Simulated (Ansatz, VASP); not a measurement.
LiCl in VASP and in Ansatz

INCAR

```
SYSTEM = LiCl
PREC = Accurate
ENCUT = 520
EDIFF = 1E-6
ISMEAR = -1
SIGMA = 0.02
LREAL = .FALSE.
LASPH = .TRUE.
NELM = 100
ALGO = Normal
ISIF = 2
LWAVE = .FALSE.
LCHARG = .TRUE.
GGA = PE
LELF = .TRUE.
LVHAR = .TRUE.
NBANDS = 12
```

Contents of KPOINTS:

```
regular mesh
0
G
  8 8 8
  0 0 0
```

Contents of POSCAR:

```
LiCl
1.0
    0.0000000000      2.5560369889      2.5560369889
    2.5560369889      0.0000000000      2.5560369889
    2.5560369889      2.5560369889      0.0000000000
Li Cl
1 1
Direct
    0.0000000000      0.0000000000      0.0000000000
    0.5000000000      0.5000000000      0.5000000000
```

Input for Ansatz:

```yaml
crystal:
  lattice:
    - [0.0, 2.5560369889, 2.5560369889]
    - [2.5560369889, 0.0, 2.5560369889]
    - [2.5560369889, 2.5560369889, 0.0]
  atoms:
    - { symbol: Li, position: [0.0, 0.0, 0.0] }
    - { symbol: Cl, position: [0.5, 0.5, 0.5] }
kpoints:
  mp_grid: { grid: [8, 8, 8] }
  band_path:
    path:
      - [0.0, 0.0, 0.0]
      - [0.5, 0.0, 0.5]
      - [0.625, 0.25, 0.625]
      - [0.375, 0.375, 0.75]
      - [0.5, 0.5, 0.5]
      - [0.5, 0.25, 0.75]
      - [-0.072917, 0.0, 0.072917]
    npoints: 1
hamiltonian:
  xc: pbe
scf:
  occupations: { method: fermi_dirac, width: 0.02 }
  n_extra_bands: 4
output:
  forces: true
  stress: true
  eigenvalues: true
```

Alike in both runs: task single point; functional PBE; k mesh 8 × 8 × 8; occupations fermi-dirac, width 0.02 eV; no spin polarisation.

|  | VASP | Ansatz |
| --- | --- | --- |
| version | VASP 6.6.1 | Ansatz 0.2.0 |
| potentials or method | VASP PAW PBE potentials, release 64 (Li_sv, Cl) | plane waves, PAW |
| plane-wave cutoff (eV) | 520 | 420 |
| valence electrons in the cell | 10 | 10 |

|  | VASP | Ansatz | Ansatz less VASP |
| --- | --- | --- | --- |
| gap on the k mesh at the Fermi level (eV) | 6.40 | 6.39 | -0.013 |

With one functional, cell and mesh, what is left measures potentials, basis and numerics.

Noted on VASP's run: the cutoff is short for stress, so the pressure is rough.
